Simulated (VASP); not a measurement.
# RbGaAsO4 (F-43m) in VASP: a series of runs

Runs on RbGaAsO4. Level: PBE. Tasks: relaxation of cell and atoms, single point.

All numbers are computed with VASP 6.6.1; they aren't measurements. Logs are shortened: lines on timing, memory, paths and dates and some standing lists are left out, and cuts for length are marked.

### Step 1. The cell of the first run

The structure is cubic, space group F-43m (No. 216). Conventional cell: a = 7.869 Å, b = 7.869 Å, c = 7.869 Å, α = 90.00°, β = 90.00°, γ = 90.00°. Rb (site symmetry -43m) has 12 O at 3.26 Å and 4 Ga at 3.41 Å and 6 As at 3.93 Å within 4.3 Å. Within 2.3 Å of Ga (site symmetry -43m) lie 4 O at 1.71 Å. Within 2.3 Å of As (site symmetry -43m) lie 4 O at 1.70 Å. O (site symmetry 3m) has 1 As at 1.70 Å and 1 Ga at 1.71 Å within 2.3 Å.

The cell was generated, and may not be a known phase.

### Step 2. Relaxation of cell and atoms, PBE

INCAR

```
  ALGO = Normal
  EDIFF = 1E-6
  EDIFFG = -0.04
  ENCUT = 600
  GGA = PE
  IBRION = 2
  ISIF = 3
  ISMEAR = 0
  LASPH = True
  LCHARG = False
  LREAL = False
  LWAVE = False
  NELM = 60
  NSW = 90
  PREC = Accurate
  SIGMA = 0.1
```

KPOINTS

```
k-points
0
Gamma
  4 4 4
```

POSCAR

```
RbGaAsO4
1.0
    0.0000000000      3.9346380900      3.9346380900
    3.9346380900      0.0000000000      3.9346380900
    3.9346380900      3.9346380900      0.0000000000
Rb Ga As O
1 1 1 4
Direct
    0.0000000000      0.0000000000      0.0000000000
    0.2500000000      0.2500000000      0.2500000000
    0.5000000000      0.5000000000      0.5000000000
    0.3751452800      0.8745641600      0.3751452800
    0.3751452800      0.3751452800      0.3751452800
    0.8745641600      0.3751452800      0.3751452800
    0.3751452800      0.3751452800      0.8745641600
```

Potentials or basis: VASP PAW PBE potentials, release 64 (Rb_sv, Ga_d, As, O).

The run is started by

```sh
$ cat potpaw_PBE.64/Rb_sv/POTCAR potpaw_PBE.64/Ga_d/POTCAR potpaw_PBE.64/As/POTCAR potpaw_PBE.64/O/POTCAR > POTCAR
$ mpirun -np 1 vasp_std > vasp.out
```

OUTCAR:

```text
EDIFF = 1E-6
   EDIFFG = -0.04
   ENCUT = 600
   GGA = PE
   IBRION = 2
   ISIF = 3
   ISMEAR = 0
   LASPH = True
   LREAL = False
   NELM = 60
   NSW = 90
   PREC = Accurate

 ion  position               nearest neighbor table
   1  0.000  0.000  0.000-   4 3.26   6 3.26   7 3.26   5 3.26   5 3.26   5 3.26   4 3.26   6 3.26
                             7 3.26   4 3.26   6 3.26   7 3.26   2 3.41   2 3.41   2 3.41   2 3.41
   2  0.250  0.250  0.250-   5 1.71   4 1.71   6 1.71   7 1.71   1 3.41   1 3.41   1 3.41   1 3.41

   3  0.500  0.500  0.500-   4 1.70   6 1.70   7 1.70   5 1.70   1 3.93   1 3.93   1 3.93   1 3.93
                             1 3.93   1 3.93
   4  0.375  0.875  0.375-   3 1.70   2 1.71   1 3.26   1 3.26   1 3.26
   5  0.375  0.375  0.375-   3 1.70   2 1.71   1 3.26   1 3.26   1 3.26
   6  0.875  0.375  0.375-   3 1.70   2 1.71   1 3.26   1 3.26   1 3.26
   7  0.375  0.375  0.875-   3 1.70   2 1.71   1 3.26   1 3.26   1 3.26

  LATTYP: Found a face centered cubic cell.
 ALAT       =     7.8692761800

  Lattice vectors:

 A1 = (   0.0000000000,   3.9346380900,   3.9346380900)
 A2 = (   3.9346380900,   0.0000000000,   3.9346380900)
 A3 = (   3.9346380900,   3.9346380900,   0.0000000000)

Analysis of symmetry for initial positions (statically):
=====================================================================
 Subroutine PRICEL returns:
 Original cell was already a primitive cell.

 Routine SETGRP: Setting up the symmetry group for a
 face centered cubic supercell.

 Subroutine GETGRP returns: Found 24 space group operations
 (whereof 24 operations were pure point group operations)
 out of a pool of 48 trial point group operations.

The static configuration has the point symmetry T_d .

Analysis of symmetry for dynamics (positions and initial velocities):
=====================================================================
 Subroutine PRICEL returns:
 Original cell was already a primitive cell.

 Routine SETGRP: Setting up the symmetry group for a
 face centered cubic supercell.

 Subroutine GETGRP returns: Found 24 space group operations
 (whereof 24 operations were pure point group operations)
 out of a pool of 48 trial point group operations.

The dynamic configuration has the point symmetry T_d .

 Subroutine INISYM returns: Found 24 space group operations
 (whereof 24 operations are pure point group operations),
 and found     1 'primitive' translations

----------------------------------------------------------------------------------------

                                     Primitive cell

  volume of cell :     121.8272

  direct lattice vectors                    reciprocal lattice vectors
     0.000000000  3.934638090  3.934638090    -0.127076491  0.127076491  0.127076491
     3.934638090  0.000000000  3.934638090     0.127076491 -0.127076491  0.127076491
     3.934638090  3.934638090  0.000000000     0.127076491  0.127076491 -0.127076491

  length of vectors
     5.564418550  5.564418550  5.564418550     0.220102938  0.220102938  0.220102938

  position of ions in fractional coordinates (direct lattice)
     0.000000000  0.000000000  0.000000000
     0.250000000  0.250000000  0.250000000
     0.500000000  0.500000000  0.500000000
     0.375145280  0.874564160  0.375145280
     0.375145280  0.375145280  0.375145280
     0.874564160  0.375145280  0.375145280
     0.375145280  0.375145280  0.874564160

  ion indices of the primitive-cell ions
   primitive index   ion index
                 1           1
                 2           2
                 3           3
                 4           4
                 5           5
                 6           6
                 7           7

----------------------------------------------------------------------------------------

 KPOINTS: k-points

Automatic generation of k-mesh.
 Grid dimensions read from file:
 generate k-points for:    4    4    4

 Generating k-lattice:

  Cartesian coordinates                     Fractional coordinates (reciprocal lattice)
    -0.031769123  0.031769123  0.031769123     0.250000000  0.000000000  0.000000000
     0.031769123 -0.031769123  0.031769123     0.000000000  0.250000000  0.000000000
     0.031769123  0.031769123 -0.031769123     0.000000000  0.000000000  0.250000000

  Length of vectors
     0.055025735  0.055025735  0.055025735

  Shift w.r.t. Gamma in fractional coordinates (k-lattice)
     0.000000000  0.000000000  0.000000000

 Subroutine IBZKPT returns following result:
 ===========================================

 Found      8 irreducible k-points:

 Following reciprocal coordinates:
            Coordinates               Weight
  0.000000  0.000000  0.000000      1.000000
  0.250000  0.000000  0.000000      8.000000
  0.500000  0.000000  0.000000      4.000000
  0.250000  0.250000  0.000000      6.000000
  0.500000  0.250000  0.000000     24.000000
 -0.250000  0.250000  0.000000     12.000000
  0.500000  0.500000  0.000000      3.000000
 -0.250000  0.500000  0.250000      6.000000
   k-points           NKPTS =      8   k-points in BZ     NKDIM =      8   number of bands    NBANDS=     30
   number of dos      NEDOS =    301   number of ions     NIONS =      7
   total plane-waves  NPLWV = 110592
   dimension x,y,z NGX =    48 NGY =   48 NGZ =   48
   dimension x,y,z NGXF=    96 NGYF=   96 NGZF=   96
   ions per type =               1   1   1   4
   NGX,Y,Z   is equivalent  to a cutoff of  14.34, 14.34, 14.34 a.u.
   NGXF,Y,Z  is equivalent  to a cutoff of  28.68, 28.68, 28.68 a.u.
 SYSTEM =  unknown system
   PREC   = accura    normal or accurate (medium, high low for compatibility)
   ISTART =      0    job   : 0-new  1-cont  2-samecut
   ICHARG =      2    charge: 1-file 2-atom 10-const
   ISPIN  =      1    spin polarized calculation?
   LNONCOLLINEAR =      F non collinear calculations
   LSORBIT =      F    spin-orbit coupling
   LASPH  =      T    aspherical Exc in radial PAW
   ENCUT  =  600.0 eV  44.10 Ry    6.64 a.u.  11.11 11.11 11.11*2*pi/ulx,y,z
   NELM   =     60;   NELMIN=  2; NELMDL= -5     # of ELM steps
   EDIFF  = 0.1E-05   stopping-criterion for ELM
   LREAL  =      F    real-space projection
   EDIFFG = -.4E-01   stopping-criterion for IOM
   NSW    =     90    number of steps for IOM
   IBRION =      2    ionic relax: 0-MD 1-quasi-New 2-CG
   NFREE  =      1    steps in history (QN), initial steepest desc. (CG)
   ISIF   =      3    stress and relaxation
   ISYM   =      2    0-nonsym 1-usesym 2-fastsym
   POTIM  = 0.5000    time-step for ionic-motion
   TEBEG  =    0.0;   TEEND  =   0.0 temperature during run
   PSTRESS=    0.0 pullay stress
   NELECT =      51.0000    total number of electrons
   NUPDOWN=      -1.0000    fix difference up-down
   EMIN   =  10.00;   EMAX   =-10.00  energy-range for DOS
   EFERMI =   0.00;   METHOD = LEGACY
   ISMEAR =     0;   SIGMA  =   0.10  broadening in eV -4-tet -1-fermi 0-gaus
   EFERMI_NEDOS =   21; number of points for ismear=-14 and -15
   IALGO  =     38    algorithm
   IMIX   =      4    mixing-type and parameters
     AMIX     =   0.40;   BMIX     =  1.00
     AMIX_MAG =   1.60;   BMIX_MAG =  1.00
  volume/ion in A,a.u.               =      17.40       117.45
  Fermi-wavevector in a.u.,A,eV,Ry     =   1.224663  2.314278 20.406026  1.499801
  Thomas-Fermi vector in A             =   2.359730
   LORBIT       =      0    0 simple, 1 ext, 2 COOP (PROOUT), +10 PAW based schemes
   GGA     = PE    functional components
   LHFCALC =     F    Hartree Fock is set to
   AEXX    =    0.0000 exact exchange contribution
   IVDW    =     0    specifies the selected vdW correction
   LEPSILON=     F    determine dielectric tensor
   LRPA    =     F    only Hartree local field effects (RPA)
 conjugate gradient relaxation of ions
 non-spin polarized calculation
 Gauss-broadening in eV      SIGMA  =   0.10
  energy-cutoff  :      600.00
  volume of cell :      121.83
 maximum number of plane-waves:      4092
 NGX is ok and might be reduce to    48
   NGX = 23   NGY = 23   NGZ = 23

--------------------------------------- Ionic step        1  -------------------------------------------

 number of electron      51.0000004 magnetization

 Free energy of the ion-electron system (eV)
  ---------------------------------------------------
  ext. energy  EPLUGINS =         0.00000000
  ---------------------------------------------------
  free energy    TOTEN  =       -36.04353318 eV

  energy without entropy =      -36.03879373  energy(sigma->0) =      -36.04116346

------------------------ aborting loop because EDIFF is reached ----------------------------------------

  FORCE on cell =-STRESS in cart. coord.  units (eV):
  Direction    XX          YY          ZZ          XY          YZ          ZX
  --------------------------------------------------------------------------------------
  -------------------------------------------------------------------------------------
  Total       19.3252946     19.3252946     19.3252946      0.0000000     -0.0000000      0.0000000
  in kB      254.1512994    254.1512994    254.1512994      0.0000000     -0.0000000      0.0000000
  external PRESSURE =     254.1512994 kB  Pullay stress =       0.0000000 kB
[... 67 lines left out ...]
  energy  without entropy=      -37.4452156021  energy(sigma->0) =      -37.44757838

--------------------------------------- Ionic step        3  -------------------------------------------

 number of electron      51.0000006 magnetization

 Free energy of the ion-electron system (eV)
  ---------------------------------------------------
  ext. energy  EPLUGINS =         0.00000000
  ---------------------------------------------------
  free energy    TOTEN  =       -38.12836763 eV

  energy without entropy =      -38.12364213  energy(sigma->0) =      -38.12600488

 E-fermi :   1.9273     XC(G=0):  -7.6482

 val. band max:        1.6247728740   @ k =  -0.2500   0.2500   0.0000
 cond. band min:       2.0497872628   @ k =   0.5000   0.2500   0.0000
 fundamental gap:      0.4250143888
 Fermi energy:         1.9273438247

 k-point     1 :       0.0000    0.0000    0.0000
  band No.  band energies     occupation
      1     -26.0707      2.00000
      2     -19.2459      2.00000
      3     -17.7003      2.00000
      4     -17.7003      2.00000
      5     -17.7003      2.00000
      6     -13.4347      2.00000
[... 287 lines left out ...]
  FREE ENERGIE OF THE ION-ELECTRON SYSTEM (eV)
  ---------------------------------------------------
  free  energy   TOTEN  =       -38.1283676262 eV

  energy  without entropy=      -38.1236421276  energy(sigma->0) =      -38.12600488

 reached required accuracy - stopping structural energy minimisation
```

Run time: 3.6 min. Hardware: 1 thread of Oxide Virtual Turin-like, shared host; peak memory 0.33 GiB.

What came out:

```
Free energy                           : -38.1284 eV
Relaxed volume                        : 21.82 Å³/atom
Relaxed cell                          : a = 6.000 Å, b = 6.000 Å, c = 6.000 Å, α = 60.00°, β = 60.00°, γ = 60.00°
Space group after relaxing (to 0.1 Å) : F-43m (No. 216)
Energy gained by relaxing             : 297.8 meV/atom
Ionic steps                           : 3
Pressure after relaxing               : 0.0 GPa
Largest force after relaxing          : 0.014 eV/Å
Band gap on the k mesh                : zero (an odd number of electrons rules out a gap without spin polarisation)
```

Forces on the atoms (eV/Å):
```
Rb   0.000  0.000  0.000
Ga   0.000  0.000  0.000
As   0.000  0.000  0.000
O    0.008 -0.008  0.008
O   -0.008 -0.008 -0.008
O   -0.008  0.008  0.008
O    0.008  0.008 -0.008
```

Step by step:
```csv
step,energy change (eV),largest force (eV/Å),pressure (GPa),volume (Å³)
1,0.0000,1.2319,25.42,121.83
2,-1.4064,0.1910,-7.86,177.28
3,-2.0848,0.0136,-0.03,152.74
```

Final structure:
```cif
data_structure
_symmetry_space_group_name_H-M 'P 1'
_symmetry_Int_Tables_number 1
_cell_length_a 6.0000
_cell_length_b 6.0000
_cell_length_c 6.0000
_cell_angle_alpha 60.000
_cell_angle_beta 60.000
_cell_angle_gamma 60.000
_cell_volume 152.74
loop_
_atom_site_label
_atom_site_type_symbol
_atom_site_fract_x
_atom_site_fract_y
_atom_site_fract_z
_atom_site_occupancy
Rb1 Rb 0.00000 0.00000 0.00000 1
Ga1 Ga 0.25000 0.25000 0.25000 1
As1 As 0.50000 0.50000 0.50000 1
O1 O 0.37792 0.86624 0.37792 1
O2 O 0.37792 0.37792 0.37792 1
O3 O 0.86624 0.37792 0.37792 1
O4 O 0.37792 0.37792 0.86624 1
```

Caveat: the volume moved by over 15 % at a fixed basis, so the end points are rough; an odd number of electrons without spin polarisation forces a metal; a magnetic or distorted state may lie lower.

[end of part 1 of 2]

The gap in the log of VASP goes by the Fermi energy; the results here count the filled bands.